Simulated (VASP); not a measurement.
# Cr (Fd-3m) in VASP: further runs, part 3 of 3

VASP 6.6.1.

### 5 Single point, revPBE, collinear spin, antiferromagnetic start (23.10 Å³/atom)

This run uses another cell than the first one, of 23.10 Å³/atom.

The input, INCAR:

```
SYSTEM = Cr
PREC = Accurate
ENCUT = 520
EDIFF = 1E-6
ISMEAR = -1
SIGMA = 0.05
LREAL = .FALSE.
LASPH = .TRUE.
NELM = 150
ALGO = Normal
ISIF = 2
LWAVE = .FALSE.
LCHARG = .FALSE.
ISPIN = 2
MAGMOM = 2.902 -2.902
LORBIT = 11
LMAXMIX = 4
GGA = RE
NBANDS = 23
```

The input, KPOINTS:

```
Automatic mesh
0
G
  11 11 11
  0 0 0
```

The input, POSCAR:

```
Cr
1.0
    0.0000000000      2.8481774680      2.8481774680
    2.8481774680      0.0000000000      2.8481774680
    2.8481774680      2.8481774680      0.0000000000
Cr
2
Direct
    0.1250000000      0.1250000000      0.1250000000
    0.8750000000      0.8750000000      0.8750000000
```

Potentials or basis: VASP PAW PBE potentials, release 64 (Cr_pv).

Launch:

```sh
cat potpaw_PBE.64/Cr_pv/POTCAR > POTCAR
mpirun -np 1 vasp_std > vasp.out
```

OUTCAR:

```text
SYSTEM = Cr
   PREC = Accurate
   ENCUT = 520
   EDIFF = 1E-6
   ISMEAR = -1
   LREAL = .FALSE.
   LASPH = .TRUE.
   NELM = 150
   ISIF = 2
   ISPIN = 2
   LORBIT = 11
   GGA = RE

 ion  position               nearest neighbor table
   1  0.125  0.125  0.125-   2 2.47   2 2.47   2 2.47   2 2.47
   2  0.875  0.875  0.875-   1 2.47   1 2.47   1 2.47   1 2.47

  LATTYP: Found a face centered cubic cell.
 ALAT       =     5.6963549360

  Lattice vectors:

 A1 = (   0.0000000000,   2.8481774680,   2.8481774680)
 A2 = (   2.8481774680,   0.0000000000,   2.8481774680)
 A3 = (   2.8481774680,   2.8481774680,   0.0000000000)

Analysis of symmetry for initial positions (statically):
=====================================================================
 Subroutine PRICEL returns:
 Original cell was already a primitive cell.

 Routine SETGRP: Setting up the symmetry group for a
 face centered cubic supercell.

 Subroutine GETGRP returns: Found 48 space group operations
 (whereof 12 operations were pure point group operations)
 out of a pool of 48 trial point group operations.

The static configuration has the point symmetry D_3d.
 The point group associated with its full space group is O_h .

Analysis of symmetry for dynamics (positions and initial velocities):
=====================================================================
 Subroutine PRICEL returns:
 Original cell was already a primitive cell.

 Routine SETGRP: Setting up the symmetry group for a
 face centered cubic supercell.

 Subroutine GETGRP returns: Found 48 space group operations
 (whereof 12 operations were pure point group operations)
 out of a pool of 48 trial point group operations.

The dynamic configuration has the point symmetry D_3d.
 The point group associated with its full space group is O_h .

Analysis of structural, dynamic, and magnetic symmetry:
=====================================================================
 Subroutine PRICEL returns:
 Original cell was already a primitive cell.

 Routine SETGRP: Setting up the symmetry group for a
 face centered cubic supercell.

[... 146 lines left out ...]

 Free energy of the ion-electron system (eV)
  ---------------------------------------------------
  ext. energy  EPLUGINS =         0.00000000
  ---------------------------------------------------
  free energy    TOTEN  =       -14.63513745 eV

  energy without entropy =      -14.62719097  energy(sigma->0) =      -14.63116421

 E-fermi :   3.5773     XC(G=0):  -9.5286

 val. band max:        3.5753086897   @ k =  -0.3636   0.4545   0.0909
 cond. band min:       3.6132651826   @ k =  -0.4545   0.4545   0.0000
 fundamental gap:      0.0379564930
 Fermi energy:         3.5773431063

 spin component 1

 k-point     1 :       0.0000    0.0000    0.0000
  band No.  band energies     occupation
      1     -39.5935      1.00000
      2     -39.5935      1.00000
      3     -39.5935      1.00000
      4     -36.2744      1.00000
      5     -36.2744      1.00000
      6     -36.2744      1.00000
[... 613 lines left out ...]
     22      14.0157      0.00000
     23      15.1752      0.00000

 [... further k-points ...]

 spin component 2

 k-point     1 :       0.0000    0.0000    0.0000
  band No.  band energies     occupation
      1     -39.5935      1.00000
      2     -39.5935      1.00000
      3     -39.5935      1.00000
      4     -36.2744      1.00000
      5     -36.2744      1.00000
      6     -36.2744      1.00000
[... 613 lines left out ...]
     22      14.0157      0.00000
     23      15.1752      0.00000

 [... further k-points ...]
[... 5 lines left out ...]
  --------------------------------------------------------------------------------------
  -------------------------------------------------------------------------------------
  Total       -0.4564721     -0.4564721     -0.4564721      0.0000000      0.0000000      0.0000000
  in kB      -15.8268195    -15.8268195    -15.8268195      0.0000000      0.0000000      0.0000000
  external PRESSURE =     -15.8268195 kB  Pullay stress =       0.0000000 kB

 VOLUME and BASIS-vectors are now :
 -----------------------------------------------------------------------------
  energy-cutoff  :      520.00
  volume of cell :       46.21
      direct lattice vectors                 reciprocal lattice vectors
     0.000000000  2.848177468  2.848177468    -0.175550859  0.175550859  0.175550859
     2.848177468  0.000000000  2.848177468     0.175550859 -0.175550859  0.175550859
     2.848177468  2.848177468  0.000000000     0.175550859  0.175550859 -0.175550859

 POSITION                                       TOTAL-FORCE (eV/Angst)
 -----------------------------------------------------------------------------------
      0.71204      0.71204      0.71204        -0.000000     -0.000000     -0.000000
      4.98431      4.98431      4.98431         0.000000      0.000000      0.000000
 -----------------------------------------------------------------------------------
    total drift:                               -0.000000      0.000000      0.000000

  FREE ENERGIE OF THE ION-ELECTRON SYSTEM (eV)
  ---------------------------------------------------
  free  energy   TOTEN  =       -14.6351374481 eV

  energy  without entropy=      -14.6271909736  energy(sigma->0) =      -14.63116421

 total charge

# of ion       s       p       d       tot
------------------------------------------
    1        0.390   6.098   4.248  10.736
    2        0.390   6.098   4.248  10.736
--------------------------------------------------
tot          0.780  12.197   8.496  21.472

 magnetization (x)

# of ion       s       p       d       tot
------------------------------------------
    1        0.060  -0.042   3.294   3.312
    2       -0.060   0.042  -3.294  -3.312
--------------------------------------------------
tot         -0.000   0.000   0.000  -0.000
```

OSZICAR:

```text
N       E                     dE             d eps       ncg     rms          rms(c)
DAV:   1     0.244175832597E+03    0.24418E+03   -0.14032E+04  5152   0.112E+03
DAV:   2    -0.755229428264E+01   -0.25173E+03   -0.24435E+03  5257   0.349E+02
DAV:   3    -0.147740780255E+02   -0.72218E+01   -0.71789E+01  6279   0.737E+01
DAV:   4    -0.148554808378E+02   -0.81403E-01   -0.81222E-01  6778   0.722E+00
DAV:   5    -0.148571731931E+02   -0.16924E-02   -0.16893E-02  5865   0.108E+00    0.822E+00
DAV:   6    -0.144676012453E+02    0.38957E+00   -0.62254E+00  5509   0.203E+01    0.814E+00
DAV:   7    -0.146076865555E+02   -0.14009E+00   -0.58953E-01  5243   0.689E+00    0.236E+00
DAV:   8    -0.146272822621E+02   -0.19596E-01   -0.14895E-01  6335   0.278E+00    0.109E+00
DAV:   9    -0.146340518286E+02   -0.67696E-02   -0.36229E-02  5537   0.123E+00    0.429E-01
DAV:  10    -0.146348760163E+02   -0.82419E-03   -0.18237E-03  5860   0.339E-01    0.246E-01
DAV:  11    -0.146351121312E+02   -0.23611E-03   -0.78668E-04  6184   0.217E-01    0.376E-02
DAV:  12    -0.146351360978E+02   -0.23967E-04   -0.68287E-05  5901   0.579E-02    0.206E-02
DAV:  13    -0.146351380211E+02   -0.19233E-05   -0.71794E-06  6048   0.171E-02    0.997E-03
DAV:  14    -0.146351374481E+02    0.57294E-06   -0.29329E-06  5515   0.980E-03
   1 F= -.14635137E+02 E0= -.14631164E+02  d E =-.794647E-02  mag=    -0.0000
```

It took 61 s on 1 thread of Intel Xeon Platinum 8559C (Emerald Rapids), shared host; peak memory 0.23 GiB.

What came out:

```
Free energy                                           : -14.6351 eV
Pressure                                              : -1.6 GPa
Band gap on the k mesh                                : zero (filled and empty bands overlap)
Net moment                                            : 0.00 μB per cell
Site moments                                          : Cr +3.31, -3.31 μB
Valence electrons inside the program's atomic spheres : Cr 10.74
```

Caveat: an empty level that is flat over the whole mesh can mark a ghost state of the potentials, or a narrow d or f band; the antiferromagnetic order is the one typed at the start, and another may lie lower; the PAW data sets were made with another functional, which shifts forces and pressure a little.

### 6 Single point, revPBE, collinear spin, antiferromagnetic start (23.96 Å³/atom)

This run uses another cell than the first one, of 23.96 Å³/atom.

INCAR is that of step 5.

The input, KPOINTS:

```
regular mesh
0
G
  11 11 11
  0 0 0
```

The input, POSCAR:

```
Cr
1.0
    0.0000000000      2.8829147631      2.8829147631
    2.8829147631      0.0000000000      2.8829147631
    2.8829147631      2.8829147631      0.0000000000
Cr
2
Direct
    0.1250000000      0.1250000000      0.1250000000
    0.8750000000      0.8750000000      0.8750000000
```

Potentials or basis: VASP PAW PBE potentials, release 64 (Cr_pv).

Launch:

```sh
cat potpaw_PBE.64/Cr_pv/POTCAR > POTCAR
mpirun -np 1 vasp_std > vasp.out
```

Wall time 64 s (1 thread of Intel Xeon Platinum 8559C (Emerald Rapids), shared host); peak memory 0.23 GiB.

It converged, with:

| Quantity | Value |
| --- | --- |
| Free energy | -14.6153 eV |
| Pressure | -2.2 GPa |
| Band gap on the k mesh | zero (filled and empty bands overlap) |
| Net moment | 0.00 μB per cell |
| Site moments | Cr +3.39, -3.39 μB |
| Valence electrons inside the program's atomic spheres | Cr 10.71 |

Levels at points of the mesh, in eV from the Fermi level:
Spin up:
```
           k point  band 8  band 9  band 10  band 11  band 12  band 13  band 14  band 15  band 16  band 17
(0.00, 0.00, 0.00)   -0.80   -0.80    -0.80    -0.76    -0.76     2.14     2.14     2.14     3.54     3.54
```
Spin down:
| k point | band 8 | band 9 | band 10 | band 11 | band 12 | band 13 | band 14 | band 15 | band 16 | band 17 |
| --- | --- | --- | --- | --- | --- | --- | --- | --- | --- | --- |
| (0.00, 0.00, 0.00) | -0.80 | -0.80 | -0.80 | -0.76 | -0.76 | 2.14 | 2.14 | 2.14 | 3.54 | 3.54 |

Caveat: an empty level that is flat over the whole mesh can mark a ghost state of the potentials, or a narrow d or f band; the antiferromagnetic order is the one typed at the start, and another may lie lower; the PAW data sets were made with another functional, which shifts forces and pressure a little.

### 7 Overview

| cell | gap on the mesh (eV) | pressure (GPa) | moment (μB) |
| --- | --- | --- | --- |
| a = 3.873 Å, angles 60.0°, 2 atoms | none | 1.3 | 0.00 |
| a = 3.926 Å, angles 60.0°, 2 atoms | none | 0.1 | 0.00 |
| a = 3.978 Å, angles 60.0°, 2 atoms | none | -0.8 | 0.00 |
| a = 4.028 Å, angles 60.0°, 2 atoms | none | -1.6 | 0.00 |
| a = 4.077 Å, angles 60.0°, 2 atoms | none | -2.2 | 0.00 |

Alike in all rows: task single point; level revPBE; potentials or basis VASP PAW PBE potentials, release 64 (Cr_pv); spin collinear, antiferromagnetic start; k mesh 11 × 11 × 11; cutoff (eV) 520; smearing fermi-dirac 0.05 eV.

Caveats: an empty level that is flat over the whole mesh can mark a ghost state of the potentials, or a narrow d or f band; the antiferromagnetic order is the one typed at the start, and another may lie lower; the PAW data sets were made with another functional, which shifts forces and pressure a little.

Total energies depend on the potentials used, so only differences within one code and one set of settings carry meaning.

The gap in the log of VASP goes by the Fermi energy; the results here count the filled bands.